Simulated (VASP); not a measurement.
# C in VASP: further runs

C is run at these levels: PBEsol; tasks: single point.

All numbers are computed with VASP 6.6.1; they aren't measurements. Logs are shortened: lines on timing, memory, paths and dates and some standing lists are left out, and cuts for length are marked.

## Step 1: The cell of the first run

The typed cell holds 4 atoms: a = 2.459 Å, b = 2.459 Å, c = 7.378 Å, α = 90.00°, β = 90.00°, γ = 119.99°.

## Step 2: Single point, PBEsol

Contents of INCAR:

```
SYSTEM = C
PREC     = Accurate       ! precision mode
ENCUT    = 600            ! plane-wave cutoff, eV
EDIFF    = 1E-6           ! SCF threshold, eV
ISMEAR   = 0              ! smearing method
SIGMA    = 0.15           ! smearing width, eV
LREAL    = .FALSE.        ! projectors in reciprocal space
LASPH    = .TRUE.         ! aspherical terms in the spheres
NELM     = 120            ! most SCF steps
ALGO     = Normal         ! electronic algorithm
ISIF     = 2              ! what is computed and relaxed
LWAVE    = .FALSE.        ! write WAVECAR
LCHARG   = .TRUE.         ! write CHGCAR
GGA      = PS             ! functional
LELF     = .TRUE.         ! ELF
LVHAR    = .TRUE.       
NBANDS   = 16             ! bands
GGA_COMPAT= .FALSE.
```

Contents of KPOINTS:

```
Automatic mesh
0
G
  18 18 6
  0 0 0
```

Contents of POSCAR:

```
C
1.0
    1.2294745828     -2.1290849001      0.0000000000
    1.2294745828      2.1290849001      0.0000000000
    0.0000000000      0.0000000000      7.3778161753
C
4
Direct
   -0.0552741361      0.7780825579      0.7498447213
    0.7219174421      0.5552741361      0.2501552787
    1.0552741361      0.2219174421      0.2501552787
    0.2780825579      0.4447258639      0.7498447213
```

Potentials or basis: VASP PAW PBE potentials, release 64 (C).

Run with:

```
> cat potpaw_PBE.64/C/POTCAR > POTCAR
> mpirun -np 1 vasp_std > vasp.out
```

OUTCAR:

```text
SYSTEM = C
   PREC = Accurate
   ENCUT = 600
   EDIFF = 1E-6
   ISMEAR = 0
   LREAL = .FALSE.
   LASPH = .TRUE.
   NELM = 120
   ISIF = 2
   GGA = PS

 ion  position               nearest neighbor table
   1  0.945  0.778  0.750-   4 1.42   4 1.42   4 1.42
   2  0.722  0.555  0.250-   3 1.42   3 1.42   3 1.42
   3  0.055  0.222  0.250-   2 1.42   2 1.42   2 1.42
   4  0.278  0.445  0.750-   1 1.42   1 1.42   1 1.42

  LATTYP: Found a base centered orthorhombic cell.
 ALAT       =     2.4589491656
 B/A-ratio  =     1.7317030623
 C/A-ratio  =     3.0003939400

  Lattice vectors:

 A1 = (   1.2294745828,  -2.1290849001,   0.0000000000)
 A2 = (   1.2294745828,   2.1290849001,   0.0000000000)
 A3 = (   0.0000000000,   0.0000000000,   7.3778161753)

Analysis of symmetry for initial positions (statically):
=====================================================================
 Subroutine PRICEL returns:
 Original cell was already a primitive cell.

 Routine SETGRP: Setting up the symmetry group for a
 base centered orthorhombic supercell.

 Subroutine GETGRP returns: Found  4 space group operations
 (whereof  2 operations were pure point group operations)
 out of a pool of  8 trial point group operations.

The static configuration has the point symmetry S_2 .
 The point group associated with its full space group is C_2h.

Analysis of symmetry for dynamics (positions and initial velocities):
=====================================================================
 Subroutine PRICEL returns:
 Original cell was already a primitive cell.

 Routine SETGRP: Setting up the symmetry group for a
 base centered orthorhombic supercell.

 Subroutine GETGRP returns: Found  4 space group operations
 (whereof  2 operations were pure point group operations)
 out of a pool of  8 trial point group operations.

The dynamic configuration has the point symmetry S_2 .
 The point group associated with its full space group is C_2h.

 Subroutine INISYM returns: Found  4 space group operations
 (whereof  2 operations are pure point group operations),
 and found     1 'primitive' translations

----------------------------------------------------------------------------------------

                                     Primitive cell

  volume of cell :      38.6252

  direct lattice vectors                    reciprocal lattice vectors
     1.229474583 -2.129084900  0.000000000     0.406677785 -0.234842678  0.000000000
     1.229474583  2.129084900  0.000000000     0.406677785  0.234842678  0.000000000
     0.000000000  0.000000000  7.377816175     0.000000000  0.000000000  0.135541463

  length of vectors
     2.458578911  2.458578911  7.377816175     0.469614634  0.469614634  0.135541463

  position of ions in fractional coordinates (direct lattice)
     0.944725864  0.778082558  0.749844721
     0.721917442  0.555274136  0.250155279
     0.055274136  0.221917442  0.250155279
     0.278082558  0.444725864  0.749844721

  ion indices of the primitive-cell ions
   primitive index   ion index
                 1           1
                 2           2
                 3           3
                 4           4

----------------------------------------------------------------------------------------

 KPOINTS: Automatic mesh

Automatic generation of k-mesh.
 Grid dimensions read from file:
 generate k-points for:   18   18    6

 Generating k-lattice:

  Cartesian coordinates                     Fractional coordinates (reciprocal lattice)
     0.022593210 -0.013046815  0.000000000     0.055555556 -0.000000000  0.000000000
     0.022593210  0.013046815  0.000000000    -0.000000000  0.055555556  0.000000000
     0.000000000  0.000000000  0.022590244     0.000000000  0.000000000  0.166666667

  Length of vectors
     0.026089702  0.026089702  0.022590244

  Shift w.r.t. Gamma in fractional coordinates (k-lattice)
     0.000000000  0.000000000  0.000000000

 Subroutine IBZKPT returns following result:
 ===========================================

 Found    524 irreducible k-points:

 Following reciprocal coordinates:
            Coordinates               Weight
  0.000000  0.000000  0.000000      1.000000
  0.055556  0.000000  0.000000      4.000000
  0.111111  0.000000  0.000000      4.000000
  0.166667 -0.000000  0.000000      4.000000
  0.222222  0.000000  0.000000      4.000000
  0.277778 -0.000000  0.000000      4.000000
[... 16 lines left out ...]
 -0.277778  0.055556  0.000000      4.000000
 -0.222222  0.055556  0.000000      4.000000
 [... further k-points ...]
   k-points           NKPTS =    524   k-points in BZ     NKDIM =    524   number of bands    NBANDS=     16
   number of dos      NEDOS =    301   number of ions     NIONS =      4
   total plane-waves  NPLWV =  24000
   dimension x,y,z NGX =    20 NGY =   20 NGZ =   60
   dimension x,y,z NGXF=    40 NGYF=   40 NGZF=  120
   ions per type =               4
   NGX,Y,Z   is equivalent  to a cutoff of  13.52, 13.52, 13.52 a.u.
   NGXF,Y,Z  is equivalent  to a cutoff of  27.05, 27.05, 27.04 a.u.
 SYSTEM =  C
   PREC   = accura    normal or accurate (medium, high low for compatibility)
   ISTART =      0    job   : 0-new  1-cont  2-samecut
   ICHARG =      2    charge: 1-file 2-atom 10-const
   ISPIN  =      1    spin polarized calculation?
   LNONCOLLINEAR =      F non collinear calculations
   LSORBIT =      F    spin-orbit coupling
   LASPH  =      T    aspherical Exc in radial PAW
   ENCUT  =  600.0 eV  44.10 Ry    6.64 a.u.   4.91  4.91 14.74*2*pi/ulx,y,z
   NELM   =    120;   NELMIN=  2; NELMDL= -5     # of ELM steps
   EDIFF  = 0.1E-05   stopping-criterion for ELM
   LREAL  =      F    real-space projection
   EDIFFG = 0.1E-04   stopping-criterion for IOM
   NSW    =      0    number of steps for IOM
   IBRION =     -1    ionic relax: 0-MD 1-quasi-New 2-CG
   NFREE  =      0    steps in history (QN), initial steepest desc. (CG)
   ISIF   =      2    stress and relaxation
   ISYM   =      2    0-nonsym 1-usesym 2-fastsym
   POTIM  = 0.5000    time-step for ionic-motion
   TEBEG  =    0.0;   TEEND  =   0.0 temperature during run
   PSTRESS=    0.0 pullay stress
   NELECT =      16.0000    total number of electrons
   NUPDOWN=      -1.0000    fix difference up-down
   EMIN   =  10.00;   EMAX   =-10.00  energy-range for DOS
   EFERMI =   0.00;   METHOD = LEGACY
   ISMEAR =     0;   SIGMA  =   0.15  broadening in eV -4-tet -1-fermi 0-gaus
   EFERMI_NEDOS =   21; number of points for ismear=-14 and -15
   IALGO  =     38    algorithm
   IMIX   =      4    mixing-type and parameters
     AMIX     =   0.40;   BMIX     =  1.00
     AMIX_MAG =   1.60;   BMIX_MAG =  1.00
  volume/ion in A,a.u.               =       9.66        65.16
  Fermi-wavevector in a.u.,A,eV,Ry     =   1.220370  2.306164 20.263182  1.489302
  Thomas-Fermi vector in A             =   2.355589
   LORBIT       =      0    0 simple, 1 ext, 2 COOP (PROOUT), +10 PAW based schemes
   GGA     = PS    functional components
   LHFCALC =     F    Hartree Fock is set to
   AEXX    =    0.0000 exact exchange contribution
   IVDW    =     0    specifies the selected vdW correction
   LEPSILON=     F    determine dielectric tensor
   LRPA    =     F    only Hartree local field effects (RPA)
 non-spin polarized calculation
 Gauss-broadening in eV      SIGMA  =   0.15
  energy-cutoff  :      600.00
  volume of cell :       38.63
 maximum number of plane-waves:      1326
   NGX =  9   NGY =  9   NGZ = 29

 number of electron      16.0000001 magnetization

 Free energy of the ion-electron system (eV)
  ---------------------------------------------------
  ext. energy  EPLUGINS =         0.00000000
  ---------------------------------------------------
  free energy    TOTEN  =       -38.57877747 eV

  energy without entropy =      -38.57820681  energy(sigma->0) =      -38.57849214

 E-fermi :   3.8583     XC(G=0):  -9.8829

 val. band max:        3.8581332156   @ k =   0.3333   0.3333   0.5000
 cond. band min:       3.8587646049   @ k =   0.3333   0.3333   0.5000
 fundamental gap:      0.0006313893
 Fermi energy:         3.8583014447

 k-point     1 :       0.0000    0.0000    0.0000
  band No.  band energies     occupation
      1     -15.7535      2.00000
      2     -15.6114      2.00000
      3      -4.4220      2.00000
      4      -3.2131      2.00000
      5       0.8674      2.00000
      6       0.8675      2.00000
[... 8 lines left out ...]
     15      15.3827      0.00000
     16      15.4682      0.00000

 k-point     2 :       0.0556    0.0000    0.0000
  band No.  band energies     occupation
      1     -15.6798      2.00000
      2     -15.5384      2.00000
      3      -4.3323      2.00000
      4      -3.1272      2.00000
      5       0.5660      2.00000
      6       0.5756      2.00000
[... 8 lines left out ...]
     15      15.1066      0.00000
     16      15.2276      0.00000

 k-point     3 :       0.1111    0.0000    0.0000
  band No.  band energies     occupation
      1     -15.4590      2.00000
      2     -15.3197      2.00000
      3      -4.0643      2.00000
      4      -2.8705      2.00000
      5      -0.2589      2.00000
      6      -0.2406      2.00000
[... 8 lines left out ...]
     15      14.3361      0.00000
     16      14.5320      0.00000

 k-point     4 :       0.1667   -0.0000    0.0000
  band No.  band energies     occupation
      1     -15.0922      2.00000
      2     -14.9563      2.00000
      3      -3.6205      2.00000
      4      -2.4465      2.00000
      5      -1.4433      2.00000
      6      -1.4151      2.00000
[... 8 lines left out ...]
     15      14.7697      0.00000
     16      14.7938      0.00000
[... 324 lines left out ...]
 k-point    22 :      -0.3333    0.0556    0.0000
  band No.  band energies     occupation
      1     -13.4978      2.00000
      2     -13.3766      2.00000
      3      -5.0284      2.00000
      4      -4.9755      2.00000
      5      -1.9327      2.00000
      6      -1.9138      2.00000
[... 8 lines left out ...]
     15      18.1484      0.00000
     16      18.5671      0.00000

 k-point    23 :      -0.2778    0.0556    0.0000
  band No.  band energies     occupation
      1     -14.2182      2.00000
      2     -14.0904      2.00000
      3      -3.5650      2.00000
      4      -3.5228      2.00000
      5      -2.5741      2.00000
      6      -1.4516      2.00000
[... 8 lines left out ...]
     15      16.8066      0.00000
     16      16.8877      0.00000

 k-point    24 :      -0.2222    0.0556    0.0000
  band No.  band energies     occupation
      1     -14.7998      2.00000
      2     -14.6666      2.00000
      3      -3.2686      2.00000
      4      -2.1608      2.00000
      5      -2.1295      2.00000
      6      -2.1106      2.00000
[... 8 lines left out ...]
     15      15.2972      0.00000
     16      15.3156      0.00000

 [... further k-points ...]
[... 5 lines left out ...]
  --------------------------------------------------------------------------------------
  -------------------------------------------------------------------------------------
  Total        0.1067058      0.1287987      0.0348950      0.0000000      0.0000000      0.0004775
  in kB        4.4261736      5.3425892      1.4474509      0.0000000      0.0000000      0.0198057
  external PRESSURE =       3.7387379 kB  Pullay stress =       0.0000000 kB

 VOLUME and BASIS-vectors are now :
 -----------------------------------------------------------------------------
  energy-cutoff  :      600.00
  volume of cell :       38.63
      direct lattice vectors                 reciprocal lattice vectors
     1.229474583 -2.129084900  0.000000000     0.406677785 -0.234842678  0.000000000
     1.229474583  2.129084900  0.000000000     0.406677785  0.234842678  0.000000000
     0.000000000  0.000000000  7.377816175     0.000000000  0.000000000  0.135541463

 POSITION                                       TOTAL-FORCE (eV/Angst)
 -----------------------------------------------------------------------------------
      2.11815     -0.35480      5.53222         0.008971     -0.001702      0.000240
      1.57027     -0.35480      1.84560        -0.008971     -0.001702     -0.000240
      0.34080      0.35480      1.84560        -0.008971      0.001702     -0.000240
      0.88867      0.35480      5.53222         0.008971      0.001702      0.000240
 -----------------------------------------------------------------------------------
    total drift:                                0.000000      0.000000      0.000000

  FREE ENERGIE OF THE ION-ELECTRON SYSTEM (eV)
  ---------------------------------------------------
  free  energy   TOTEN  =       -38.5787774716 eV

  energy  without entropy=      -38.5782068086  energy(sigma->0) =      -38.57849214
```

Wall time 3 min (1 thread of AMD EPYC 9R45 (Zen 5), shared host); peak memory 0.35 GiB.

Results:

| Item | Value |
| --- | --- |
| Free energy | -38.5788 eV |
| Pressure | 0.4 GPa |
| Largest force | 0.009 eV/Å |

Forces in eV/Å, atoms in the order of the input:
```
C    0.009 -0.002  0.000
C   -0.009 -0.002  0.000
C   -0.009  0.002  0.000
C    0.009  0.002  0.000
```

Stress tensor (GPa, compression positive):
```
0.44 0.00 0.00
0.00 0.53 0.00
0.00 0.00 0.14
```

Caveat: this functional lacks dispersion, which binds the layers, so the pressure and a relaxed spacing across them are unreliable; the PAW data sets were made with another functional, which shifts forces and pressure a little.

## Step 3: Single point, PBEsol

Contents of INCAR:

```
SYSTEM = C
PREC = Accurate ; ENCUT = 600
EDIFF = 1E-6 ; ISMEAR = 0
SIGMA = 0.15 ; LREAL = .False.
LASPH = .True. ; NELM = 120
ALGO = Normal ; ISIF = 2
LWAVE = .False. ; LCHARG = .False.
GGA = PS ; NBANDS = 16
GGA_COMPAT = .False.
```

Contents of KPOINTS:

```
regular mesh
0
Gamma
  18 18 6
  0 0 0
```

Contents of POSCAR:

```
C
1.0
    1.2294745828     -2.1290849001      0.0000000000
    1.2294745828      2.1290849001      0.0000000000
    0.0000000000      0.0000000000      7.3778161753
C
4
Direct
    0.0140237584      0.8473804524      0.7498447213
    0.6526195476      0.4859762416      0.2501552787
    0.9859762416      0.1526195476      0.2501552787
    0.3473804524      0.5140237584      0.7498447213
```

Potentials or basis: VASP PAW PBE potentials, release 64 (C).

Run with:

```
> cat potpaw_PBE.64/C/POTCAR > POTCAR
> mpirun -np 1 vasp_std > vasp.out
```

Run time: 2.6 min. Hardware: 1 thread of AMD EPYC 9R45 (Zen 5), shared host; peak memory 0.35 GiB.

The run converged. Its results:

```yaml
Free_energy: -38.5844 eV
Pressure: 0.3 GPa
Largest_force: 0.007 eV/Å
Band_gap_on_the_k_mesh: zero (filled and empty bands touch)
```

Forces on the atoms (eV/Å):
```
C    0.006 -0.001  0.000
C   -0.006 -0.001  0.000
C   -0.006  0.001  0.000
C    0.006  0.001  0.000
```

Stress tensor (GPa, compression positive):
```
 0.54  0.00  0.00
 0.00  0.57  0.00
 0.00  0.00 -0.17
```

Levels at points of the mesh, in eV from the Fermi level:
| k point | band 4 | band 5 | band 6 | band 7 | band 8 | band 9 | band 10 | band 11 | band 12 | band 13 |
| --- | --- | --- | --- | --- | --- | --- | --- | --- | --- | --- |
| (0.00, 0.00, 0.00) | -7.07 | -2.99 | -2.99 | -2.99 | -2.98 | 3.43 | 8.34 | 8.35 | 8.35 | 8.37 |
| (0.50, 0.00, 0.00) | -13.26 | -6.42 | -6.41 | -2.57 | -2.24 | 1.49 | 1.95 | 7.40 | 7.49 | 10.76 |
| (0.50, 0.50, 0.00) | -13.24 | -6.42 | -6.41 | -2.77 | -1.95 | 1.16 | 2.19 | 7.37 | 7.50 | 10.71 |
| (0.00, 0.00, 0.50) | -7.72 | -2.99 | -2.99 | -2.99 | -2.99 | 5.42 | 5.43 | 8.36 | 8.36 | 8.36 |
| (0.50, 0.00, 0.50) | -13.28 | -6.41 | -6.41 | -2.38 | -2.38 | 1.63 | 1.63 | 7.44 | 7.44 | 11.90 |
| (0.50, 0.50, 0.50) | -13.28 | -6.42 | -6.42 | -2.38 | -2.38 | 1.63 | 1.64 | 7.44 | 7.44 | 11.98 |

Caveat: this functional lacks dispersion, which binds the layers, so the pressure and a relaxed spacing across them are unreliable; the PAW data sets were made with another functional, which shifts forces and pressure a little.

## Step 4: Single point, PBEsol

Contents of INCAR:

```
PREC = Accurate ; ENCUT = 600
EDIFF = 1E-6 ; ISMEAR = 0
SIGMA = 0.15 ; LREAL = False
LASPH = True ; NELM = 120
ALGO = Normal ; ISIF = 2
LWAVE = False ; LCHARG = False
GGA = PS ; NBANDS = 16
GGA_COMPAT = False
```

Contents of KPOINTS:

```
Automatic mesh
0
Gamma
  18 18 6
```

Contents of POSCAR:

```
C
1.0
    1.2294745828     -2.1290849001      0.0000000000
    1.2294745828      2.1290849001      0.0000000000
    0.0000000000      0.0000000000      7.3778161753
C
4
Direct
    0.0101198975      0.6433906297      0.7498449277
    0.6565234085      0.6899660643      0.2501554851
    0.9898801025      0.3566093703      0.2501550723
    0.3434765915      0.3100339357      0.7498445149
```

Run with:

```
> cat potpaw_PBE.64/C/POTCAR > POTCAR
> mpirun -np 1 vasp_std > vasp.out
```

Run time: 3.7 min. Hardware: 1 thread of Intel Xeon 6975P-C (Granite Rapids), shared host; peak memory 0.59 GiB.

The run converged. Its results:

```
Free energy            : -38.5849 eV
Pressure               : 0.3 GPa
Largest force          : 0.010 eV/Å
Band gap on the k mesh : zero (filled and empty bands touch)
```

Forces on the atoms (eV/Å):
```
C    0.000 -0.010  0.000
C   -0.004  0.001  0.000
C    0.000  0.010  0.000
C    0.004 -0.001  0.000
```

Stress tensor (GPa, compression positive):
```
 0.45 -0.05  0.00
-0.05  0.67  0.00
 0.00  0.00 -0.20
```

Levels at points of the mesh, in eV from the Fermi level:
```
           k point  band 6  band 7  band 8  band 9  band 10  band 11
(0.00, 0.00, 0.00)   -2.99   -2.99   -2.98    3.43     8.34     8.35
(0.50, 0.00, 0.00)   -6.41   -2.58   -2.23    1.48     1.96     7.43
(0.00, 0.50, 0.00)   -6.40   -2.77   -1.96    1.17     2.18     7.37
(0.50, 0.50, 0.00)   -6.41   -2.53   -2.28    1.55     1.90     7.38
(0.00, 0.00, 0.50)   -2.99   -2.99   -2.99    5.42     5.43     8.35
(0.50, 0.00, 0.50)   -6.41   -2.38   -2.38    1.63     1.63     7.44
(0.00, 0.50, 0.50)   -6.41   -2.38   -2.38    1.63     1.64     7.44
(0.50, 0.50, 0.50)   -6.42   -2.38   -2.38    1.63     1.63     7.44
```

Caveat: this functional lacks dispersion, which binds the layers, so the pressure and a relaxed spacing across them are unreliable; the PAW data sets were made with another functional, which shifts forces and pressure a little.

(Continued in part 2 of 2.)
